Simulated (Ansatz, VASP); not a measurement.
## Two plane-wave programs on TaC

```xyz
2
Lattice="0.0000 2.2270 2.2270 2.2270 0.0000 2.2270 2.2270 2.2270 0.0000" Properties=species:S:1:pos:R:3 pbc="T T T"
Ta    0.0000    0.0000    0.0000
C     2.2270    2.2270    2.2270
```

Alike in both runs: task single point; functional PBE; k mesh 6 × 6 × 6; occupations gaussian, width 0.15 eV; no spin polarisation.

```csv
,VASP,Ansatz
version,VASP 6.6.1,Ansatz 0.2.0
potentials or method,"VASP PAW PBE potentials, release 64 (Ta_pv, C), cutoff 600 eV","scalar-relativistic, plane waves, PAW"
valence electrons in the cell,15,17
```

Ansatz gave:

| Quantity | Value |
| --- | --- |
| gap on the k mesh at the Fermi level (eV) | none |
| pressure (GPa) | 4.7 |

Problem. Estimate VASP's values.

Solution. gap on the k mesh at the Fermi level (eV): none; pressure (GPa): 5.3.

A gap of «none» marks a metal or a gap that the smearing closes. VASP's potentials hold 15 valence electrons a cell and Ansatz's 17, so a difference there can come from the potentials and not from the codes.

The k mesh is coarse, so the values compare programs but aren't converged. Neither program's run includes spin-orbit coupling.
